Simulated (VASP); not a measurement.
A run of VASP 6.6.1 is set up as follows.

INCAR

```
SYSTEM = C
ALGO = Normal
EDIFF = 1E-6
ENCUT = 520
GGA = PE
ISIF = 2
ISMEAR = 0
IVDW = 12
LASPH = .TRUE.
LCHARG = .FALSE.
LREAL = .FALSE.
LWAVE = .FALSE.
NBANDS = 11
NELM = 100
PREC = Accurate
SIGMA = 0.05
```

File KPOINTS:

```
k-points
0
G
  15 15 15
  0 0 0
```

Contents of POSCAR:

```
C
1.0
    1.2016689031      0.6937838646      3.2769132065
   -1.2016689031      0.6937838646      3.2769132065
    0.0000000000     -1.3875677293      3.2769132064
C
2
Direct
    0.1609424319      0.1609424319      0.1609424319
    0.8390575681      0.8390575681      0.8390575681
```

Potentials or basis: VASP PAW PBE potentials, release 64 (C).

Launch:

```bash
$ cat potpaw_PBE.64/C/POTCAR > POTCAR
$ mpirun -np 1 vasp_std > vasp.out
```

(1) Predict the dispersion energy per atom.

(2) Estimate the largest force.

(3) Predict the pressure.

Results:

(1) -0.159 eV.

(2) 1.795 eV/Å.

(3) 25.3 GPa.

Caveat: the cell differs from its parent crystal (atoms displaced along a vibrational mode, the cell strained); the stress differs along the axes, from -1 to 39 GPa; forces of over 1 eV/Å act on the atoms, so gaps and moduli don't describe the material at rest.
